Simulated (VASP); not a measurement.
ZnS, 16 atoms in the cell. It takes space group P6_3mc (No. 186, hexagonal). The conventional cell has a = 3.794 Å, b = 3.794 Å, c = 24.792 Å, α = 90.00°, β = 90.00°, γ = 120.00°. Within 3.1 Å of Zn (site symmetry 3m) lie 4 S at 2.32 Å. Within 3.1 Å of Zn (site symmetry 3m) lie 4 S at 2.32 Å. Within 3.1 Å of Zn (site symmetry 3m) lie 4 S at 2.32 Å. Zn (site symmetry 3m) has 4 S at 2.32 to 2.33 Å within 3.1 Å. Within 3.1 Å of S (site symmetry 3m) lie 4 Zn at 2.32 Å. S (site symmetry 3m) has 4 Zn at 2.32 Å within 3.1 Å. S (site symmetry 3m) has 4 Zn at 2.32 Å within 3.1 Å. S (site symmetry 3m) has 4 Zn at 2.32 to 2.33 Å within 3.1 Å. 

- Program: VASP 6.6.1
- Task: single point
- Functional: PBE
- Potentials or basis: VASP PAW PBE potentials, release 64 (Zn, S)
- Cutoff: 520 eV
- k mesh: 8 × 8 × 2
- Occupations: fermi-dirac, width 0.02 eV
- Spin: no spin polarisation
- Dipole correction: no
- Further INCAR settings: LREAL = Auto; ALGO = Normal; EDIFF = 1e-07; NBANDS = 86

Potentials or basis: VASP PAW PBE potentials, release 64 (Zn, S).

Run with:

```console
$ cat potpaw_PBE.64/Zn/POTCAR potpaw_PBE.64/S/POTCAR > POTCAR
$ mpirun -np 1 vasp_std > vasp.out
```

Hardware: 1 thread of Intel(R) Xeon(R) Platinum 8259CL CPU @ 2.50GHz (Skylake/Cascade Lake), on a shared host.

**Question.** Estimate the wall time of this run.

**Answer.** Wall time 24 min on 1 thread of Intel(R) Xeon(R) Platinum 8259CL CPU @ 2.50GHz (Skylake/Cascade Lake), with other jobs on the host, peak memory 0.57 GiB. Counts: scf iterations 27, k points 20.
